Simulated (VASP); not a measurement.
# N (P2_13) in VASP: notebook, part 2 of 3

VASP 6.6.1.

## 3. Single point, r2SCAN, collinear spin, ferromagnetic start (volume scaled by 0.88, then relaxed in part)

Input file POSCAR:

```
N
1.0
    5.3276336502      0.0000000000      0.0000000000
    0.0000000000      5.3276336502      0.0000000000
    0.0000000000      0.0000000000      5.3276336502
N
4
Direct
    0.0003698838      0.0003698838      0.0003698838
    0.4996301162      0.9996301162      0.5003698838
    0.5003698838      0.4996301162      0.9996301162
    0.9996301162      0.5003698838      0.4996301162
```

Input file INCAR.step1:

```
PREC = Accurate
ENCUT = 520
ISMEAR = 0
SIGMA = 0.02
LREAL = F
LASPH = T
NELM = 150
ISPIN = 2
MAGMOM = 3.23 3.23 3.23 3.23
NBANDS = 22
GGA = PE
ALGO = Normal
EDIFF = 1E-4
LWAVE = T
LCHARG = F
```

Input file INCAR.step2:

```
PREC = Accurate
ENCUT = 520
EDIFF = 1E-6
ISMEAR = 0
SIGMA = 0.02
LREAL = F
LASPH = T
NELM = 150
ALGO = Normal
ISIF = 2
LWAVE = F
LCHARG = T
ISPIN = 2
MAGMOM = 3.23 3.23 3.23 3.23
LORBIT = 11
METAGGA = R2SCAN
LMIXTAU = T
LELF = T
LVHAR = T
NBANDS = 22
ISTART = 1
```

Input file KPOINTS:

```
Automatic mesh
0
Gamma
  4 4 4
```

Potentials or basis: VASP PAW PBE potentials, release 64 (N).

Run with:

```console
> cat potpaw_PBE.64/N/POTCAR > POTCAR
> cp INCAR.step1 INCAR
> mpirun -np 1 vasp_std > vasp.out
> cp INCAR.step2 INCAR
> mpirun -np 1 vasp_std > vasp.out
```

OUTCAR:

```text
PREC = Accurate
   ENCUT = 520
   EDIFF = 1E-6
   ISMEAR = 0
   LREAL = F
   LASPH = T
   NELM = 150
   ISIF = 2
   ISPIN = 2
   LORBIT = 11
   METAGGA = R2SCAN
   ISTART = 1

 ion  position               nearest neighbor table
   1  0.000  0.000  0.000-
   2  0.500  1.000  0.500-
   3  0.500  0.500  1.000-
   4  1.000  0.500  0.500-

  LATTYP: Found a simple cubic cell.
 ALAT       =     5.3276336502

  Lattice vectors:

 A1 = (   5.3276336502,   0.0000000000,   0.0000000000)
 A2 = (   0.0000000000,   5.3276336502,   0.0000000000)
 A3 = (   0.0000000000,   0.0000000000,   5.3276336502)

Analysis of symmetry for initial positions (statically):
=====================================================================
 Subroutine PRICEL returns:
 Original cell was already a primitive cell.

 Routine SETGRP: Setting up the symmetry group for a
 simple cubic supercell.

 Subroutine GETGRP returns: Found 12 space group operations
 (whereof  3 operations were pure point group operations)
 out of a pool of 48 trial point group operations.

The static configuration has the point symmetry C_3 .
 The point group associated with its full space group is T   .

Analysis of symmetry for dynamics (positions and initial velocities):
=====================================================================
 Subroutine PRICEL returns:
 Original cell was already a primitive cell.

 Routine SETGRP: Setting up the symmetry group for a
 simple cubic supercell.

 Subroutine GETGRP returns: Found 12 space group operations
 (whereof  3 operations were pure point group operations)
 out of a pool of 48 trial point group operations.

The dynamic configuration has the point symmetry C_3 .
 The point group associated with its full space group is T   .

Analysis of structural, dynamic, and magnetic symmetry:
=====================================================================
 Subroutine PRICEL returns:
 Original cell was already a primitive cell.

 Routine SETGRP: Setting up the symmetry group for a
 simple cubic supercell.

 Subroutine GETGRP returns: Found 12 space group operations
 (whereof  3 operations were pure point group operations)
 out of a pool of 48 trial point group operations.

The overall configuration has the point symmetry C_3 .
 The point group associated with its full space group is T   .

 Subroutine INISYM returns: Found 12 space group operations
 (whereof  3 operations are pure point group operations),
 and found     1 'primitive' translations

----------------------------------------------------------------------------------------

                                     Primitive cell

  volume of cell :     151.2179

  direct lattice vectors                    reciprocal lattice vectors
     5.327633650  0.000000000  0.000000000     0.187700594  0.000000000  0.000000000
     0.000000000  5.327633650  0.000000000     0.000000000  0.187700594  0.000000000
     0.000000000  0.000000000  5.327633650     0.000000000  0.000000000  0.187700594

  length of vectors
[... 60 lines left out ...]
   NGX,Y,Z   is equivalent  to a cutoff of  12.48, 12.48, 12.48 a.u.
   NGXF,Y,Z  is equivalent  to a cutoff of  24.96, 24.96, 24.96 a.u.
 SYSTEM =  unknown system
   PREC   = accura    normal or accurate (medium, high low for compatibility)
   ISTART =      1    job   : 0-new  1-cont  2-samecut
   ICHARG =      0    charge: 1-file 2-atom 10-const
   ISPIN  =      2    spin polarized calculation?
   LNONCOLLINEAR =      F non collinear calculations
   LSORBIT =      F    spin-orbit coupling
   LASPH  =      T    aspherical Exc in radial PAW
   ENCUT  =  520.0 eV  38.22 Ry    6.18 a.u.   9.91  9.91  9.91*2*pi/ulx,y,z
   NELM   =    150;   NELMIN=  2; NELMDL=  0     # of ELM steps
   EDIFF  = 0.1E-05   stopping-criterion for ELM
   LREAL  =      F    real-space projection
[... 7 lines left out ...]
   TEBEG  =    0.0;   TEEND  =   0.0 temperature during run
   PSTRESS=    0.0 pullay stress
   NELECT =      20.0000    total number of electrons
   NUPDOWN=      -1.0000    fix difference up-down
   EMIN   =  10.00;   EMAX   =-10.00  energy-range for DOS
   EFERMI =   0.00;   METHOD = LEGACY
   ISMEAR =     0;   SIGMA  =   0.02  broadening in eV -4-tet -1-fermi 0-gaus
   EFERMI_NEDOS =   21; number of points for ismear=-14 and -15
   IALGO  =     38    algorithm
   IMIX   =      4    mixing-type and parameters
     AMIX     =   0.40;   BMIX     =  1.00
     AMIX_MAG =   1.60;   BMIX_MAG =  1.00
  volume/ion in A,a.u.               =      37.80       255.12
  Fermi-wavevector in a.u.,A,eV,Ry     =   0.834098  1.576217  9.465841  0.695720
  Thomas-Fermi vector in A             =   1.947433
   LORBIT       =     11    0 simple, 1 ext, 2 COOP (PROOUT), +10 PAW based schemes
   METAGGA = R2SCAN    functional components
   LHFCALC =     F    Hartree Fock is set to
   AEXX    =    0.0000 exact exchange contribution
   IVDW    =     0    specifies the selected vdW correction
   LEPSILON=     F    determine dielectric tensor
   LRPA    =     F    only Hartree local field effects (RPA)
 spin polarized calculation
 Gauss-broadening in eV      SIGMA  =   0.02
  energy-cutoff  :      520.00
  volume of cell :      151.22
 maximum number of plane-waves:      4092
   NGX = 19   NGY = 19   NGZ = 19

 number of electron      19.9999994 magnetization      11.9999984

 Free energy of the ion-electron system (eV)
  ---------------------------------------------------
  ext. energy  EPLUGINS =         0.00000000
  ---------------------------------------------------
  free energy    TOTEN  =       -17.76788536 eV

  energy without entropy =      -17.76788536  energy(sigma->0) =      -17.76788536

 E-fermi :  -6.2203     XC(G=0):  -4.8455

 val. band max:       -6.3879469747   @ k =   0.0000   0.0000   0.0000
 cond. band min:      -2.1350717694   @ k =   0.5000   0.5000   0.5000
 fundamental gap:      4.2528752053
 Fermi energy:        -6.2203243623

 spin component 1

 k-point     1 :       0.0000    0.0000    0.0000
  band No.  band energies     occupation
      1     -19.4323      1.00000
      2     -19.1769      1.00000
      3     -19.1769      1.00000
      4     -19.1769      1.00000
      5      -7.2251      1.00000
      6      -7.2251      1.00000
[... 264 lines left out ...]
     21       5.7471      0.00000
     22       5.7471      0.00000
 Fermi energy:        -6.2203243623

 spin component 2

 k-point     1 :       0.0000    0.0000    0.0000
  band No.  band energies     occupation
      1     -13.4287      1.00000
      2     -12.9612      1.00000
      3     -12.9612      1.00000
      4     -12.9612      1.00000
      5      -1.9016      0.00000
      6      -1.9016      0.00000
[... 264 lines left out ...]
     21       9.0731      0.00000
     22       9.0731      0.00000

------------------------ aborting loop because EDIFF is reached ----------------------------------------

  FORCE on cell =-STRESS in cart. coord.  units (eV):
  Direction    XX          YY          ZZ          XY          YZ          ZX
  --------------------------------------------------------------------------------------
  -------------------------------------------------------------------------------------
  Total       -0.0328807     -0.0328807     -0.0328807     -0.0000000      0.0000000      0.0000000
  in kB       -0.3483760     -0.3483760     -0.3483760     -0.0000000      0.0000000      0.0000000
  external PRESSURE =      -0.3483760 kB  Pullay stress =       0.0000000 kB

 VOLUME and BASIS-vectors are now :
 -----------------------------------------------------------------------------
  energy-cutoff  :      520.00
  volume of cell :      151.22
      direct lattice vectors                 reciprocal lattice vectors
     5.327633650  0.000000000  0.000000000     0.187700594  0.000000000  0.000000000
     0.000000000  5.327633650  0.000000000     0.000000000  0.187700594  0.000000000
     0.000000000  0.000000000  5.327633650     0.000000000  0.000000000  0.187700594

 POSITION                                       TOTAL-FORCE (eV/Angst)
 -----------------------------------------------------------------------------------
      0.00197      0.00197      0.00197        -0.000227     -0.000227     -0.000227
      2.66185      5.32566      2.66579         0.000227      0.000227     -0.000227
      2.66579      2.66185      5.32566        -0.000227      0.000227      0.000227
      5.32566      2.66579      2.66185         0.000227     -0.000227      0.000227
 -----------------------------------------------------------------------------------
    total drift:                                0.000000      0.000000      0.000000

  FREE ENERGIE OF THE ION-ELECTRON SYSTEM (eV)
  ---------------------------------------------------
  free  energy   TOTEN  =       -17.7678853597 eV

  energy  without entropy=      -17.7678853597  energy(sigma->0) =      -17.76788536

 total charge

# of ion       s       p       d       tot
------------------------------------------
    1        1.359   1.939   0.000   3.298
    2        1.359   1.939   0.000   3.298
    3        1.359   1.939   0.000   3.298
    4        1.359   1.939   0.000   3.298
--------------------------------------------------
tot          5.438   7.754   0.000  13.192

 magnetization (x)

# of ion       s       p       d       tot
------------------------------------------
    1        0.049   1.938   0.000   1.988
    2        0.049   1.938   0.000   1.988
    3        0.049   1.938   0.000   1.988
    4        0.049   1.938   0.000   1.988
--------------------------------------------------
tot          0.197   7.754   0.000   7.951
```

It took 5.6 min on 1 thread of Oxide Virtual Turin-like, shared host; peak memory 0.28 GiB.

What came out:

```
Free energy                                           : -17.7679 eV
Pressure                                              : 0.0 GPa
Band gap on the k mesh                                : 4.25 eV
Net moment                                            : 12.00 μB per cell
Site moments                                          : N +1.99 μB
Valence electrons inside the program's atomic spheres : N 3.30
```

Levels at points of the mesh, in eV from the valence-band top:
Spin up:
| k point | band 14 | band 15 | band 16 | band 17 | band 18 | band 19 |
| --- | --- | --- | --- | --- | --- | --- |
| (0.00, 0.00, 0.00) | 0.00 | 0.00 | 0.00 | 8.17 | 12.00 | 12.00 |
| (0.50, 0.00, 0.00) | -0.15 | -0.15 | -0.15 | 9.74 | 9.74 | 12.69 |
| (0.50, 0.50, 0.00) | -0.10 | -0.10 | -0.10 | 11.01 | 11.01 | 11.01 |
| (0.50, 0.50, 0.50) | -0.10 | -0.10 | -0.10 | 11.98 | 11.98 | 11.98 |
Spin down:
| k point | band 1 | band 2 | band 3 | band 4 | band 5 | band 6 | band 7 | band 8 |
| --- | --- | --- | --- | --- | --- | --- | --- | --- |
| (0.00, 0.00, 0.00) | -7.04 | -6.57 | -6.57 | -6.57 | 4.49 | 4.49 | 4.49 | 5.55 |
| (0.50, 0.00, 0.00) | -6.81 | -6.81 | -6.57 | -6.57 | 4.98 | 4.98 | 4.98 | 4.98 |
| (0.50, 0.50, 0.00) | -6.69 | -6.69 | -6.69 | -6.69 | 4.72 | 4.72 | 4.73 | 4.73 |
| (0.50, 0.50, 0.50) | -6.68 | -6.68 | -6.68 | -6.68 | 4.25 | 4.25 | 4.25 | 4.25 |

Caveat: the PAW data sets were made with another functional, which shifts forces and pressure a little. A k mesh can miss the band edges.

## 4. Single point, r2SCAN, collinear spin, ferromagnetic start (volume scaled by 0.91, then relaxed in part)

Input file POSCAR:

```
N
1.0
    5.3874997132      0.0000000000      0.0000000000
    0.0000000000      5.3874997132      0.0000000000
    0.0000000000      0.0000000000      5.3874997132
N
4
Direct
    0.0003698838      0.0003698838      0.0003698838
    0.4996301162      0.9996301162      0.5003698838
    0.5003698838      0.4996301162      0.9996301162
    0.9996301162      0.5003698838      0.4996301162
```

Input file INCAR.step1:

```
SYSTEM = N
ALGO = Normal ; EDIFF = 1E-4
ENCUT = 520 ; GGA = PE
ISMEAR = 0 ; ISPIN = 2
LASPH = .True. ; LCHARG = .False.
LREAL = .False. ; LWAVE = .True.
MAGMOM = 3.23 3.23 3.23 3.23 ; NBANDS = 22
NELM = 150 ; PREC = Accurate
SIGMA = 0.02
```

Input file INCAR.step2:

```
SYSTEM = N
ALGO = Normal ; EDIFF = 1E-6
ENCUT = 520 ; ISIF = 2
ISMEAR = 0 ; ISPIN = 2
ISTART = 1 ; LASPH = .True.
LCHARG = .False. ; LMIXTAU = .True.
LORBIT = 11 ; LREAL = .False.
LWAVE = .False. ; MAGMOM = 3.23 3.23 3.23 3.23
METAGGA = R2SCAN ; NBANDS = 22
NELM = 150 ; PREC = Accurate
SIGMA = 0.02
```

Input file KPOINTS:

```
k-points
0
Gamma
  4 4 4
  0 0 0
```

Potentials or basis: VASP PAW PBE potentials, release 64 (N).

Run with:

```console
> cat potpaw_PBE.64/N/POTCAR > POTCAR
> cp INCAR.step1 INCAR
> mpirun -np 1 vasp_std > vasp.out
> cp INCAR.step2 INCAR
> mpirun -np 1 vasp_std > vasp.out
```

OUTCAR:

```text
SYSTEM = N
   EDIFF = 1E-6
   ENCUT = 520
   ISIF = 2
   ISMEAR = 0
   ISPIN = 2
   ISTART = 1
   LASPH = .True.
   LORBIT = 11
   LREAL = .False.
   METAGGA = R2SCAN
   NELM = 150
   PREC = Accurate

 ion  position               nearest neighbor table
   1  0.000  0.000  0.000-
   2  0.500  1.000  0.500-
   3  0.500  0.500  1.000-
   4  1.000  0.500  0.500-

  LATTYP: Found a simple cubic cell.
 ALAT       =     5.3874997132

  Lattice vectors:

[... 759 lines left out ...]
  energy-cutoff  :      520.00
  volume of cell :      156.37
      direct lattice vectors                 reciprocal lattice vectors
     5.387499713  0.000000000  0.000000000     0.185614859  0.000000000  0.000000000
     0.000000000  5.387499713  0.000000000     0.000000000  0.185614859  0.000000000
     0.000000000  0.000000000  5.387499713     0.000000000  0.000000000  0.185614859

 POSITION                                       TOTAL-FORCE (eV/Angst)
 -----------------------------------------------------------------------------------
      0.00199      0.00199      0.00199        -0.000164     -0.000164     -0.000164
      2.69176      5.38551      2.69574         0.000164      0.000164     -0.000164
      2.69574      2.69176      5.38551        -0.000164      0.000164      0.000164
      5.38551      2.69574      2.69176         0.000164     -0.000164      0.000164
 -----------------------------------------------------------------------------------
    total drift:                                0.000000      0.000000      0.000000

  FREE ENERGIE OF THE ION-ELECTRON SYSTEM (eV)
  ---------------------------------------------------
  free  energy   TOTEN  =       -17.7704354903 eV

  energy  without entropy=      -17.7704354903  energy(sigma->0) =      -17.77043549

 total charge

# of ion       s       p       d       tot
------------------------------------------
    1        1.360   1.938   0.000   3.298
    2        1.360   1.938   0.000   3.298
    3        1.360   1.938   0.000   3.298
    4        1.360   1.938   0.000   3.298
--------------------------------------------------
tot          5.438   7.753   0.000  13.191

 magnetization (x)

# of ion       s       p       d       tot
------------------------------------------
    1        0.049   1.938   0.000   1.987
    2        0.049   1.938   0.000   1.987
    3        0.049   1.938   0.000   1.987
    4        0.049   1.938   0.000   1.987
--------------------------------------------------
tot          0.196   7.753   0.000   7.949
```

OUTCAR.step1:

```text
SYSTEM = N
   EDIFF = 1E-4
   ENCUT = 520
   GGA = PE
   ISMEAR = 0
[... 785 lines left out ...]
      0.00199      0.00199      0.00199        -0.000181     -0.000181     -0.000181
      2.69176      5.38551      2.69574         0.000181      0.000181     -0.000181
      2.69574      2.69176      5.38551        -0.000181      0.000181      0.000181
      5.38551      2.69574      2.69176         0.000181     -0.000181      0.000181
 -----------------------------------------------------------------------------------
    total drift:                                0.000000      0.000000      0.000000

  FREE ENERGIE OF THE ION-ELECTRON SYSTEM (eV)
  ---------------------------------------------------
  free  energy   TOTEN  =       -12.4783205759 eV

  energy  without entropy=      -12.4783205759  energy(sigma->0) =      -12.47832058
```

OSZICAR.step1:

```text
N       E                     dE             d eps       ncg     rms          rms(c)
DAV:   1     0.100247853032E+03    0.10025E+03   -0.76503E+03   968   0.708E+02
DAV:   2     0.515741471421E+00   -0.99732E+02   -0.84386E+02  1424   0.144E+02
DAV:   3    -0.120931661391E+02   -0.12609E+02   -0.12548E+02  1172   0.511E+01
DAV:   4    -0.122629156836E+02   -0.16975E+00   -0.16966E+00  1076   0.731E+00
DAV:   5    -0.122650801594E+02   -0.21645E-02   -0.21639E-02  1154   0.750E-01    0.299E+00
DAV:   6    -0.123554187917E+02   -0.90339E-01   -0.22366E-01   986   0.250E+00    0.128E+00
DAV:   7    -0.124478169825E+02   -0.92398E-01   -0.91430E-02   986   0.207E+00    0.509E-01
DAV:   8    -0.124782923056E+02   -0.30475E-01   -0.11647E-02  1004   0.662E-01    0.178E-01
DAV:   9    -0.124778321151E+02    0.46019E-03   -0.17321E-03   980   0.312E-01    0.110E-01
DAV:  10    -0.124782951691E+02   -0.46305E-03   -0.41288E-04   964   0.156E-01    0.212E-02
DAV:  11    -0.124783205759E+02   -0.25407E-04   -0.79098E-05   874   0.604E-02
   1 F= -.12478321E+02 E0= -.12478321E+02  d E =-.263956E-19  mag=    11.9998
```

It took 5.6 min on 1 thread of Oxide Virtual Turin-like, shared host; peak memory 0.29 GiB.

Results:

```yaml
Free_energy: -17.7704 eV
Pressure: -0.1 GPa
Band_gap_on_the_k_mesh: 4.33 eV
Net_moment: 12.00 μB per cell
Site_moments: N +1.99 μB
Valence_electrons_inside_the_program's_atomic_spheres: N 3.30
```

Levels at points of the mesh, in eV from the valence-band top:
Spin up:
```csv
k point,band 13,band 14,band 15,band 16,band 17,band 18,band 19,band 20
"(0.00, 0.00, 0.00)",-0.27,0.00,0.00,0.00,8.14,11.96,11.96,11.96
"(0.50, 0.00, 0.00)",-0.14,-0.14,-0.14,-0.14,9.67,9.67,12.63,12.63
"(0.50, 0.50, 0.00)",-0.09,-0.09,-0.09,-0.09,10.92,10.92,10.92,10.92
"(0.50, 0.50, 0.50)",-0.09,-0.09,-0.09,-0.09,11.89,11.89,11.89,11.89
```
Spin down:
```
           k point  band 2  band 3  band 4  band 5  band 6  band 7
(0.00, 0.00, 0.00)   -6.56   -6.56   -6.56    4.55    4.55    4.55
(0.50, 0.00, 0.00)   -6.78   -6.55   -6.55    5.03    5.03    5.03
(0.50, 0.50, 0.00)   -6.66   -6.66   -6.66    4.78    4.78    4.78
(0.50, 0.50, 0.50)   -6.66   -6.66   -6.66    4.33    4.33    4.33
```

Caveat: the PAW data sets were made with another functional, which shifts forces and pressure a little. A k mesh can miss the band edges.

(Part 2 of 3 ends here.)
